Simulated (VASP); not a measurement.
# PbSe (I4/mmm) in VASP: further runs

The runs below take PbSe through single point, with PBE, r2SCAN.

Everything below comes from runs of VASP 6.6.1. Logs are shortened: lines on timing, memory, paths and dates and some standing lists are left out, and cuts for length are marked.

## 1. The cell of the first run

Symmetry: I4/mmm, No. 139, tetragonal system. Conventional cell: a = 4.368 Å, b = 4.368 Å, c = 5.930 Å, α = 90.00°, β = 90.00°, γ = 90.00°. Within 3.9 Å of Pb (site symmetry 4/mmm) lie 6 Se at 2.97 to 3.09 Å. Within 3.9 Å of Se (site symmetry 4/mmm) lie 6 Pb at 2.97 to 3.09 Å.

## 2. Single point, PBE (uniaxial x strain -4.0%)

File INCAR:

```
SYSTEM = PbSe
  ALGO = Normal
  EDIFF = 1E-6
  ENCUT = 520
  GGA = PE
  ISIF = 2
  ISMEAR = -1
  LASPH = .TRUE.
  LCHARG = .FALSE.
  LREAL = .FALSE.
  LWAVE = .FALSE.
  NBANDS = 17
  NELM = 100
  PREC = Accurate
  SIGMA = 0.02
```

File KPOINTS:

```
k-points
0
G
  8 8 8
  0 0 0
```

File POSCAR:

```
PbSe
1.0
    0.0000000000      3.0887022180      3.0887022180
    2.9651541293      0.0000000000      3.0887022180
    2.9651541293      3.0887022180      0.0000000000
Pb Se
1 1
Direct
    0.0000000000      0.0000000000      0.0000000000
    0.5000000000      0.5000000000      0.5000000000
```

Potentials or basis: VASP PAW PBE potentials, release 64 (Pb_d, Se).

On the command line:

```console
cat potpaw_PBE.64/Pb_d/POTCAR potpaw_PBE.64/Se/POTCAR > POTCAR
mpirun -np 1 vasp_std > vasp.out
```

OUTCAR:

```text
SYSTEM = PbSe
   EDIFF = 1E-6
   ENCUT = 520
   GGA = PE
   ISIF = 2
   ISMEAR = -1
   LASPH = .TRUE.
   LREAL = .FALSE.
   NELM = 100
   PREC = Accurate

 ion  position               nearest neighbor table
   1  0.000  0.000  0.000-   2 2.97   2 2.97   2 3.09   2 3.09   2 3.09   2 3.09
   2  0.500  0.500  0.500-   1 2.97   1 2.97   1 3.09   1 3.09   1 3.09   1 3.09

  LATTYP: Found a body centered tetragonal cell.
 ALAT       =     4.3680845668
 C/A-ratio  =     1.3576450199

  Lattice vectors:

 A1 = (  -2.9651541293,   0.0000000000,  -3.0887022180)
 A2 = (  -2.9651541293,   0.0000000000,   3.0887022180)
 A3 = (   2.9651541293,   3.0887022180,   0.0000000000)

Analysis of symmetry for initial positions (statically):
=====================================================================
 Subroutine PRICEL returns:
 Original cell was already a primitive cell.

 Routine SETGRP: Setting up the symmetry group for a
 body centered tetragonal supercell.

 Subroutine GETGRP returns: Found 16 space group operations
 (whereof 16 operations were pure point group operations)
 out of a pool of 16 trial point group operations.

The static configuration has the point symmetry D_4h.

Analysis of symmetry for dynamics (positions and initial velocities):
=====================================================================
 Subroutine PRICEL returns:
 Original cell was already a primitive cell.

 Routine SETGRP: Setting up the symmetry group for a
 body centered tetragonal supercell.

 Subroutine GETGRP returns: Found 16 space group operations
 (whereof 16 operations were pure point group operations)
 out of a pool of 16 trial point group operations.

The dynamic configuration has the point symmetry D_4h.

 Subroutine INISYM returns: Found 16 space group operations
 (whereof 16 operations are pure point group operations),
 and found     1 'primitive' translations

----------------------------------------------------------------------------------------

                                     Primitive cell

  volume of cell :      56.5756

  direct lattice vectors                    reciprocal lattice vectors
     0.000000000  3.088702218  3.088702218    -0.168625298  0.161880287  0.161880287
     2.965154129  0.000000000  3.088702218     0.168625298 -0.161880287  0.161880287
     2.965154129  3.088702218  0.000000000     0.168625298  0.161880287 -0.161880287

  length of vectors
     4.368084567  4.281614229  4.281614229     0.284332456  0.284332456  0.284332456

  position of ions in fractional coordinates (direct lattice)
     0.000000000  0.000000000  0.000000000
     0.500000000  0.500000000  0.500000000

  ion indices of the primitive-cell ions
   primitive index   ion index
                 1           1
                 2           2

----------------------------------------------------------------------------------------

 KPOINTS: k-points

Automatic generation of k-mesh.
 Grid dimensions read from file:
 generate k-points for:    8    8    8

 Generating k-lattice:

  Cartesian coordinates                     Fractional coordinates (reciprocal lattice)
    -0.021078162  0.020235036  0.020235036     0.125000000  0.000000000  0.000000000
     0.021078162 -0.020235036  0.020235036     0.000000000  0.125000000  0.000000000
     0.021078162  0.020235036 -0.020235036     0.000000000  0.000000000  0.125000000

  Length of vectors
     0.035541557  0.035541557  0.035541557

  Shift w.r.t. Gamma in fractional coordinates (k-lattice)
     0.000000000  0.000000000  0.000000000

 Subroutine IBZKPT returns following result:
 ===========================================

 Found     59 irreducible k-points:

 Following reciprocal coordinates:
            Coordinates               Weight
  0.000000  0.000000  0.000000      1.000000
  0.125000  0.000000  0.000000      8.000000
  0.250000  0.000000  0.000000      8.000000
  0.375000 -0.000000 -0.000000      8.000000
  0.500000  0.000000  0.000000      4.000000
  0.125000  0.125000  0.000000      4.000000
[... 16 lines left out ...]
  0.250000  0.125000  0.125000      4.000000
  0.375000  0.125000  0.125000      8.000000
 [... further k-points ...]
   k-points           NKPTS =     59   k-points in BZ     NKDIM =     59   number of bands    NBANDS=     17
   number of dos      NEDOS =    301   number of ions     NIONS =      2
   total plane-waves  NPLWV =  32768
   dimension x,y,z NGX =    32 NGY =   32 NGZ =   32
   dimension x,y,z NGXF=    64 NGYF=   64 NGZF=   64
   ions per type =               1   1
   NGX,Y,Z   is equivalent  to a cutoff of  12.18, 12.42, 12.42 a.u.
   NGXF,Y,Z  is equivalent  to a cutoff of  24.36, 24.85, 24.85 a.u.
 SYSTEM =  PbSe
   PREC   = accura    normal or accurate (medium, high low for compatibility)
   ISTART =      0    job   : 0-new  1-cont  2-samecut
   ICHARG =      2    charge: 1-file 2-atom 10-const
   ISPIN  =      1    spin polarized calculation?
   LNONCOLLINEAR =      F non collinear calculations
   LSORBIT =      F    spin-orbit coupling
   LASPH  =      T    aspherical Exc in radial PAW
   ENCUT  =  520.0 eV  38.22 Ry    6.18 a.u.   8.12  7.96  7.96*2*pi/ulx,y,z
   NELM   =    100;   NELMIN=  2; NELMDL= -5     # of ELM steps
   EDIFF  = 0.1E-05   stopping-criterion for ELM
   LREAL  =      F    real-space projection
   EDIFFG = 0.1E-04   stopping-criterion for IOM
   NSW    =      0    number of steps for IOM
   IBRION =     -1    ionic relax: 0-MD 1-quasi-New 2-CG
   NFREE  =      0    steps in history (QN), initial steepest desc. (CG)
   ISIF   =      2    stress and relaxation
   ISYM   =      2    0-nonsym 1-usesym 2-fastsym
   POTIM  = 0.5000    time-step for ionic-motion
   TEBEG  =    0.0;   TEEND  =   0.0 temperature during run
   PSTRESS=    0.0 pullay stress
   NELECT =      20.0000    total number of electrons
   NUPDOWN=      -1.0000    fix difference up-down
   EMIN   =  10.00;   EMAX   =-10.00  energy-range for DOS
   EFERMI =   0.00;   METHOD = LEGACY
   ISMEAR =    -1;   SIGMA  =   0.02  broadening in eV -4-tet -1-fermi 0-gaus
   EFERMI_NEDOS =   21; number of points for ismear=-14 and -15
   IALGO  =     38    algorithm
   IMIX   =      4    mixing-type and parameters
     AMIX     =   0.40;   BMIX     =  1.00
     AMIX_MAG =   1.60;   BMIX_MAG =  1.00
  volume/ion in A,a.u.               =      28.29       190.90
  Fermi-wavevector in a.u.,A,eV,Ry     =   1.157555  2.187462 18.230910  1.339934
  Thomas-Fermi vector in A             =   2.294166
   LORBIT       =      0    0 simple, 1 ext, 2 COOP (PROOUT), +10 PAW based schemes
   GGA     = PE    functional components
   LHFCALC =     F    Hartree Fock is set to
   AEXX    =    0.0000 exact exchange contribution
   IVDW    =     0    specifies the selected vdW correction
   LEPSILON=     F    determine dielectric tensor
   LRPA    =     F    only Hartree local field effects (RPA)
 non-spin polarized calculation
  energy-cutoff  :      520.00
  volume of cell :       56.58
 maximum number of plane-waves:      1548
   NGX = 17   NGY = 15   NGZ = 15

 number of electron      20.0000000 magnetization

 Free energy of the ion-electron system (eV)
  ---------------------------------------------------
  ext. energy  EPLUGINS =         0.00000000
  ---------------------------------------------------
  free energy    TOTEN  =        -8.13651965 eV

  energy without entropy =       -8.13649095  energy(sigma->0) =       -8.13650530

 E-fermi :   5.3889     XC(G=0):  -9.5899

 val. band max:        5.2921508284   @ k =   0.5000   0.0000   0.0000
 cond. band min:       5.4856732823   @ k =   0.5000   0.0000   0.0000
 fundamental gap:      0.1935224540
 Fermi energy:         5.3889120509

 k-point     1 :       0.0000    0.0000    0.0000
  band No.  band energies     occupation
      1     -11.6299      2.00000
      2     -11.6286      2.00000
      3     -11.6180      2.00000
      4     -11.6180      2.00000
      5     -11.6117      2.00000
      6      -8.4781      2.00000
[... 9 lines left out ...]
     16      11.8942      0.00000
     17      13.3751      0.00000

 k-point     2 :       0.1250    0.0000    0.0000
  band No.  band energies     occupation
      1     -11.6320      2.00000
      2     -11.6273      2.00000
      3     -11.6173      2.00000
      4     -11.6135      2.00000
      5     -11.6127      2.00000
      6      -8.3572      2.00000
[... 9 lines left out ...]
     16      12.1401      0.00000
     17      14.3713      0.00000

 k-point     3 :       0.2500    0.0000    0.0000
  band No.  band energies     occupation
      1     -11.6395      2.00000
      2     -11.6297      2.00000
      3     -11.6209      2.00000
      4     -11.6043      2.00000
      5     -11.6004      2.00000
      6      -8.0241      2.00000
[... 9 lines left out ...]
     16      12.9591      0.00000
     17      16.2758      0.00000

 k-point     4 :       0.3750   -0.0000   -0.0000
  band No.  band energies     occupation
      1     -11.6475      2.00000
      2     -11.6379      2.00000
      3     -11.6210      2.00000
      4     -11.5940      2.00000
      5     -11.5866      2.00000
      6      -7.6012      2.00000
[... 9 lines left out ...]
     16      14.3138      0.00000
     17      16.7170      0.00000

 k-point     5 :       0.5000    0.0000    0.0000
  band No.  band energies     occupation
      1     -11.6508      2.00000
      2     -11.6417      2.00000
      3     -11.6208      2.00000
      4     -11.5896      2.00000
      5     -11.5808      2.00000
      6      -7.3803      2.00000
[... 9 lines left out ...]
     16      15.5253      0.00000
     17      15.5568      0.00000

 k-point     6 :       0.1250    0.1250    0.0000
  band No.  band energies     occupation
      1     -11.6382      2.00000
      2     -11.6233      2.00000
      3     -11.6207      2.00000
      4     -11.6125      2.00000
      5     -11.6107      2.00000
      6      -8.3194      2.00000
[... 9 lines left out ...]
     16      12.8297      0.00000
     17      13.8384      0.00000

 k-point     7 :       0.2500    0.1250   -0.0000
  band No.  band energies     occupation
      1     -11.6508      2.00000
      2     -11.6227      2.00000
      3     -11.6192      2.00000
      4     -11.6119      2.00000
      5     -11.5992      2.00000
      6      -8.0572      2.00000
[... 9 lines left out ...]
     16      13.6143      0.00000
     17      15.0522      0.00000

 k-point     8 :       0.3750    0.1250   -0.0000
  band No.  band energies     occupation
      1     -11.6606      2.00000
      2     -11.6290      2.00000
      3     -11.6180      2.00000
      4     -11.6036      2.00000
      5     -11.5876      2.00000
      6      -7.6566      2.00000
[... 9 lines left out ...]
     16      14.7784      0.00000
     17      16.4966      0.00000
[... 203 lines left out ...]
      1     -11.7409      2.00000
      2     -11.6307      2.00000
      3     -11.6029      2.00000
      4     -11.5941      2.00000
      5     -11.5700      2.00000
      6      -7.1086      2.00000
[... 9 lines left out ...]
     16      16.7313      0.00000
     17      17.1380      0.00000

 k-point    20 :      -0.3750    0.3750    0.0000
  band No.  band energies     occupation
      1     -11.7207      2.00000
      2     -11.6188      2.00000
      3     -11.6129      2.00000
      4     -11.5999      2.00000
      5     -11.5757      2.00000
      6      -7.0397      2.00000
[... 9 lines left out ...]
     16      15.8761      0.00000
     17      17.2626      0.00000

 k-point    21 :       0.5000    0.5000    0.0000
  band No.  band energies     occupation
      1     -11.7579      2.00000
      2     -11.6361      2.00000
      3     -11.5968      2.00000
      4     -11.5907      2.00000
      5     -11.5654      2.00000
      6      -7.0539      2.00000
[... 9 lines left out ...]
     16      17.4579      0.00000
     17      17.5995      0.00000

 k-point    22 :       0.0000    0.1250    0.1250
  band No.  band energies     occupation
      1     -11.6318      2.00000
      2     -11.6264      2.00000
      3     -11.6194      2.00000
      4     -11.6111      2.00000
      5     -11.6111      2.00000
      6      -8.3053      2.00000
[... 9 lines left out ...]
     16      12.7550      0.00000
     17      13.6331      0.00000

 k-point    23 :       0.2500    0.1250    0.1250
  band No.  band energies     occupation
      1     -11.6370      2.00000
      2     -11.6279      2.00000
      3     -11.6158      2.00000
      4     -11.6127      2.00000
      5     -11.6101      2.00000
      6      -8.1703      2.00000
[... 9 lines left out ...]
     16      13.3158      0.00000
     17      15.2562      0.00000

 k-point    24 :       0.3750    0.1250    0.1250
  band No.  band energies     occupation
      1     -11.6424      2.00000
      2     -11.6405      2.00000
      3     -11.6154      2.00000
      4     -11.6044      2.00000
      5     -11.5989      2.00000
      6      -7.7999      2.00000
[... 9 lines left out ...]
     16      14.6880      0.00000
     17      16.3907      0.00000

 [... further k-points ...]
[... 5 lines left out ...]
  --------------------------------------------------------------------------------------
  -------------------------------------------------------------------------------------
  Total        2.6398861      0.5160126      0.5160126     -0.0000000      0.0000000     -0.0000000
  in kB       74.7595059     14.6130733     14.6130733     -0.0000000      0.0000000     -0.0000000
  external PRESSURE =      34.6618842 kB  Pullay stress =       0.0000000 kB

 VOLUME and BASIS-vectors are now :
 -----------------------------------------------------------------------------
  energy-cutoff  :      520.00
  volume of cell :       56.58
      direct lattice vectors                 reciprocal lattice vectors
     0.000000000  3.088702218  3.088702218    -0.168625298  0.161880287  0.161880287
     2.965154129  0.000000000  3.088702218     0.168625298 -0.161880287  0.161880287
     2.965154129  3.088702218  0.000000000     0.168625298  0.161880287 -0.161880287

 POSITION                                       TOTAL-FORCE (eV/Angst)
 -----------------------------------------------------------------------------------
      0.00000      0.00000      0.00000         0.000000      0.000000      0.000000
      2.96515      3.08870      3.08870         0.000000      0.000000     -0.000000
 -----------------------------------------------------------------------------------
    total drift:                                0.000000     -0.000000     -0.000000

  FREE ENERGIE OF THE ION-ELECTRON SYSTEM (eV)
  ---------------------------------------------------
  free  energy   TOTEN  =        -8.1365196461 eV

  energy  without entropy=       -8.1364909467  energy(sigma->0) =       -8.13650530
```

It took 16 s on 1 thread of Intel Xeon 6975P-C (Granite Rapids), shared host; peak memory 0.21 GiB.

Results:

| Quantity | Value |
| --- | --- |
| Free energy | -8.1365 eV |
| Pressure | 3.5 GPa |
| Band gap on the k mesh | 0.19 eV, direct |

Stress tensor (GPa, compression positive):
```
7.48 0.00 0.00
0.00 1.46 0.00
0.00 0.00 1.46
```

Caveat: the cell differs from its parent crystal (uniaxial x strain -4.0%); spin-orbit coupling is left out, which moves the levels of the heavy elements.

## 3. Single point, r2SCAN (uniaxial x strain -4.0%)

POSCAR is that of step 2.

File INCAR.step1:

```
PREC = Accurate
ENCUT = 520
ISMEAR = 0
SIGMA = 0.01
LREAL = False
LASPH = True
NELM = 60
NBANDS = 17
GGA = PE
ALGO = Normal
EDIFF = 1E-4
LWAVE = True
LCHARG = False
```

File INCAR.step2:

```
PREC = Accurate
ENCUT = 520
EDIFF = 1E-6
ISMEAR = 0
SIGMA = 0.01
LREAL = False
LASPH = True
NELM = 60
ALGO = Normal
ISIF = 2
LWAVE = False
LCHARG = True
METAGGA = R2SCAN
LMIXTAU = True
LELF = True
LVHAR = True
NBANDS = 17
ISTART = 1
```

File KPOINTS:

```
Automatic mesh
0
Gamma
  8 8 8
```

Potentials or basis: VASP PAW PBE potentials, release 64 (Pb_d, Se).

On the command line:

```console
cat potpaw_PBE.64/Pb_d/POTCAR potpaw_PBE.64/Se/POTCAR > POTCAR
cp INCAR.step1 INCAR
mpirun -np 1 vasp_std > vasp.out
cp INCAR.step2 INCAR
mpirun -np 1 vasp_std > vasp.out
```

OUTCAR:

```text
PREC = Accurate
   ENCUT = 520
   EDIFF = 1E-6
   ISMEAR = 0
   LREAL = False
   LASPH = True
   NELM = 60
   ISIF = 2
   METAGGA = R2SCAN
   ISTART = 1

 ion  position               nearest neighbor table
   1  0.000  0.000  0.000-   2 2.97   2 2.97   2 3.09   2 3.09   2 3.09   2 3.09
   2  0.500  0.500  0.500-   1 2.97   1 2.97   1 3.09   1 3.09   1 3.09   1 3.09

  LATTYP: Found a body centered tetragonal cell.
 ALAT       =     4.3680845668
 C/A-ratio  =     1.3576450199

  Lattice vectors:

 A1 = (  -2.9651541293,   0.0000000000,  -3.0887022180)
[... 191 lines left out ...]
      6      -9.1885      2.00000
[... 457 lines left out ...]
      4     -12.3837      2.00000
      5     -12.3774      2.00000
      6      -8.4849      2.00000
[... 9 lines left out ...]
     16      15.0874      0.00000
     17      16.8094      0.00000

 [... further k-points ...]
[... 5 lines left out ...]
  --------------------------------------------------------------------------------------
  -------------------------------------------------------------------------------------
  Total        2.3678598      0.2044803      0.2044803      0.0000000      0.0000000      0.0000000
  in kB       67.0559329      5.7907221      5.7907221      0.0000000      0.0000000      0.0000000
  external PRESSURE =      26.2124591 kB  Pullay stress =       0.0000000 kB

 VOLUME and BASIS-vectors are now :
 -----------------------------------------------------------------------------
  energy-cutoff  :      520.00
  volume of cell :       56.58
      direct lattice vectors                 reciprocal lattice vectors
     0.000000000  3.088702218  3.088702218    -0.168625298  0.161880287  0.161880287
     2.965154129  0.000000000  3.088702218     0.168625298 -0.161880287  0.161880287
     2.965154129  3.088702218  0.000000000     0.168625298  0.161880287 -0.161880287

 POSITION                                       TOTAL-FORCE (eV/Angst)
 -----------------------------------------------------------------------------------
      0.00000      0.00000      0.00000        -0.000000      0.000000      0.000000
      2.96515      3.08870      3.08870         0.000000      0.000000      0.000000
 -----------------------------------------------------------------------------------
    total drift:                                0.000000     -0.000000     -0.000000

  FREE ENERGIE OF THE ION-ELECTRON SYSTEM (eV)
  ---------------------------------------------------
  free  energy   TOTEN  =       -71.8934401613 eV

  energy  without entropy=      -71.8934401613  energy(sigma->0) =      -71.89344016
```

Wall time 57 s (1 thread of Intel Xeon 6975P-C (Granite Rapids), shared host); peak memory 0.21 GiB.

Results:

- Free energy: -71.8934 eV
- Pressure: 2.6 GPa
- Band gap on the k mesh: 0.47 eV, direct

Caveat: the cell differs from its parent crystal (uniaxial x strain -4.0%); the PAW data sets were made with another functional, which shifts forces and pressure a little; spin-orbit coupling is left out, which moves the levels of the heavy elements.
